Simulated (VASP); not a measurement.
A run of VASP 6.6.1:

Contents of INCAR:

```
  ALGO = Normal
  DIPOL = 0.5 0.5 0.289
  EDIFF = 1E-6
  ENCUT = 520
  GGA = PE
  IDIPOL = 3
  ISIF = 2
  ISMEAR = 0
  LASPH = T
  LCHARG = F
  LDIPOL = T
  LREAL = F
  LWAVE = F
  NBANDS = 46
  NELM = 80
  PREC = Accurate
  SIGMA = 0.1
```

Contents of KPOINTS:

```
k-points
0
Gamma
  4 4 1
```

POSCAR

```
ZnS
1.0
    6.7866962419     -0.0061150334      0.0000000000
    0.0035900577      3.9320001367      0.0000000000
    0.0000000000      0.0000000000     29.3724558400
Zn S
4 4
Direct
    0.2912884517      0.7500272310      0.2543483994
    0.7912438173      0.2498600718      0.2543369475
    0.4587570825      0.2501024811      0.3244360826
    0.9587098107      0.7500105139      0.3244237941
    0.9576197751      0.7499119690      0.2363507162
    0.4576053782      0.2500100915      0.2363393786
    0.2923846930      0.7500924017      0.3424218238
    0.7923909916      0.2499852401      0.3424369842
```

Potentials or basis: VASP PAW PBE potentials, release 64 (Zn, S).

Launch:

```bash
$ cat potpaw_PBE.64/Zn/POTCAR potpaw_PBE.64/S/POTCAR > POTCAR
$ mpirun -np 1 vasp_std > vasp.out
```

Hardware: 1 thread of Intel(R) Xeon(R) Platinum 8259CL CPU @ 2.50GHz (Skylake/Cascade Lake), on a shared host.

**Question.** Estimate the wall time of this run.

**Answer.** Wall time 10 min on 1 thread of Intel(R) Xeon(R) Platinum 8259CL CPU @ 2.50GHz (Skylake/Cascade Lake), on a shared host, peak memory 0.82 GiB. Counts: scf iterations 24, k points 10.
